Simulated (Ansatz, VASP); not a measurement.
# KCl in VASP and in Ansatz

The input POSCAR:

```
KCl
1.0
   -0.0652031885      3.0796451336      3.0796451336
    3.0796451336     -0.0652031885      3.0796451336
    3.0796451336      3.0796451336     -0.0652031885
K Cl
1 1
Direct
    0.0000000000      0.0000000000      0.0000000000
    0.5000000000      0.5000000000      0.5000000000
```

File INCAR.step1:

```
SYSTEM = KCl
ALGO = Normal ; EDIFF = 1E-4
ENCUT = 520 ; GGA = PE
ISMEAR = 0 ; LASPH = .TRUE.
LCHARG = .FALSE. ; LREAL = .FALSE.
LWAVE = .TRUE. ; NBANDS = 15
NELM = 80 ; PREC = Accurate
SIGMA = 0.01
```

INCAR.step2

```
SYSTEM = KCl
ALGO = Normal ; EDIFF = 1E-6
ENCUT = 520 ; ISIF = 2
ISMEAR = 0 ; ISTART = 1
LASPH = .TRUE. ; LCHARG = .FALSE.
LMIXTAU = .TRUE. ; LREAL = .FALSE.
LWAVE = .FALSE. ; METAGGA = R2SCAN
NBANDS = 15 ; NELM = 80
PREC = Accurate ; SIGMA = 0.01
```

Contents of KPOINTS:

```
k-points
0
G
  8 8 8
  0 0 0
```

Input for Ansatz:

```yaml
crystal:
  lattice:
    - [-0.0652031885, 3.0796451336, 3.0796451336]
    - [3.0796451336, -0.0652031885, 3.0796451336]
    - [3.0796451336, 3.0796451336, -0.0652031885]
  atoms:
    - { symbol: K, position: [0.0, 0.0, 0.0] }
    - { symbol: Cl, position: [0.5, 0.5, 0.5] }
kpoints:
  mp_grid: { grid: [8, 8, 8] }
  band_path:
    path:
      - [0.0, 0.0, 0.0]
      - [0.5, 0.0, 0.5]
      - [0.625, 0.25, 0.625]
      - [0.375, 0.375, 0.75]
      - [0.5, 0.5, 0.5]
      - [0.5, 0.25, 0.75]
    npoints: 1
hamiltonian:
  xc: r2scan
scf:
  occupations: { method: fixed }
  n_extra_bands: 4
output:
  forces: true
  stress: true
  eigenvalues: true
  write_density: true
  write_potential: true
  elf: true
  volumetric_format: npy
```

Change from the starting cell: shear_111 strain -3.1%.

Alike in both runs: task single point; functional r2SCAN; k mesh 8 × 8 × 8; no spin polarisation.

|  | VASP | Ansatz |
| --- | --- | --- |
| version | VASP 6.6.1 | Ansatz 0.2.0 |
| potentials or method | VASP PAW PBE potentials, release 64 (K_sv, Cl) | plane waves, PAW |
| plane-wave cutoff (eV) | 520 | 500 |
| occupations | gaussian, width 0.01 eV | fixed |
| valence electrons in the cell | 16 | 16 |

```csv
,VASP,Ansatz,Ansatz less VASP
gap on the k mesh at the Fermi level (eV),5.90,5.90,-0.004
pressure (GPa),0.7,0.7,+0.02
"traceless stress, the component that is largest in VASP (GPa)",0.12,0.12,0.000
```

VASP's potentials were made for PBE, not for r2SCAN.
